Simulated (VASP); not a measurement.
Wanted: the native input for a VASP 6.6.1 run.

* Task: single point
* Functional: r2SCAN
* Potentials or basis: VASP PAW PBE potentials, release 64 (Pb_d)
* Cutoff: 520 eV
* k mesh: 14 × 14 × 14
* Occupations: gaussian, width 0.05 eV
* Spin: no spin polarisation
* Dipole correction: no
* Further INCAR settings: ALGO = Normal; EDIFF = 1e-06; NBANDS = 13

Crystal: Pb.

```
Pb
1.0
     0.00000    2.52121    2.52121
     2.52121    0.00000    2.52121
     2.52121    2.52121    0.00000
Pb
1
Direct
  0.00000 0.00000 0.00000
```

The input as run:

POSCAR

```
Pb
1.0
    0.0000000000      2.5212142544      2.5212142544
    2.5212142544      0.0000000000      2.5212142544
    2.5212142544      2.5212142544      0.0000000000
Pb
1
Direct
    0.0000000000      0.0000000000      0.0000000000
```

INCAR.step1

```
SYSTEM = Pb
ALGO = Normal ; EDIFF = 1E-4
ENCUT = 520 ; GGA = PE
ISMEAR = 0 ; LASPH = .True.
LCHARG = .False. ; LREAL = .False.
LWAVE = .True. ; NBANDS = 13
NELM = 100 ; PREC = Accurate
SIGMA = 0.05
```

INCAR.step2

```
SYSTEM = Pb
ALGO = Normal ; EDIFF = 1E-6
ENCUT = 520 ; ISIF = 2
ISMEAR = 0 ; ISTART = 1
LASPH = .True. ; LCHARG = .False.
LMIXTAU = .True. ; LREAL = .False.
LWAVE = .False. ; METAGGA = R2SCAN
NBANDS = 13 ; NELM = 100
PREC = Accurate ; SIGMA = 0.05
```

KPOINTS

```
k-points
0
Gamma
  14 14 14
  0 0 0
```

Potentials or basis: VASP PAW PBE potentials, release 64 (Pb_d).

Run with:

```sh
$ cat potpaw_PBE.64/Pb_d/POTCAR > POTCAR
$ cp INCAR.step1 INCAR
$ mpirun -np 1 vasp_std > vasp.out
$ cp INCAR.step2 INCAR
$ mpirun -np 1 vasp_std > vasp.out
```

It gave:

```yaml
Pressure: -1.1 GPa
Band_gap_on_the_k_mesh: zero (band 7 reaches 13.89 eV, above the bottom of band 8 at 5.14 eV)
```

Caveat: the PAW data sets were made with another functional, which shifts forces and pressure a little; spin-orbit coupling is left out, which moves the levels of the heavy elements.

It took 3.7 min on 1 thread of AMD EPYC 7R13 Processor (Zen 3), with other jobs on the host, peak memory 0.16 GiB.
